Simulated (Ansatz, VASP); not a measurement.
Two plane-wave programs on Ru

```
Ru
1.0
     2.71957    0.00000    0.00000
    -1.35979    2.35522    0.00000
     0.00000    0.00000    8.73072
Ru
4
Cartesian
  0.0000 0.0000 0.0000
  -1.3598 2.3552 4.3654
  0.0000 1.5701 2.1827
  1.3598 0.7851 6.5480
```

Alike in both runs: functional revPBE; k mesh 13 × 13 × 4; occupations fermi-dirac, width 0.1 eV; no spin polarisation.

Ansatz relaxed the structure, and its values are those at the end. VASP's run is a single point on that final structure, the one shown.

|  | VASP | Ansatz |
| --- | --- | --- |
| version | VASP 6.6.1 | Ansatz 0.2.0 |
| potentials or method | VASP PAW PBE potentials, release 64 (Ru_pv), cutoff 520 eV | plane waves (420 eV) with PAW, scalar-relativistic |
| valence electrons in the cell | 56 | 64 |

VASP gave:

```
pressure (GPa) : -0.1
```

Problem. Estimate Ansatz's values.

Solution. Pressure (GPa): 0.0.

VASP's potentials were made for PBE, not for revPBE. With one functional, cell and mesh, what is left measures potentials, basis and numerics. VASP's potentials hold 56 valence electrons a cell and Ansatz's 64, so a difference there can come from the potentials and not from the codes.
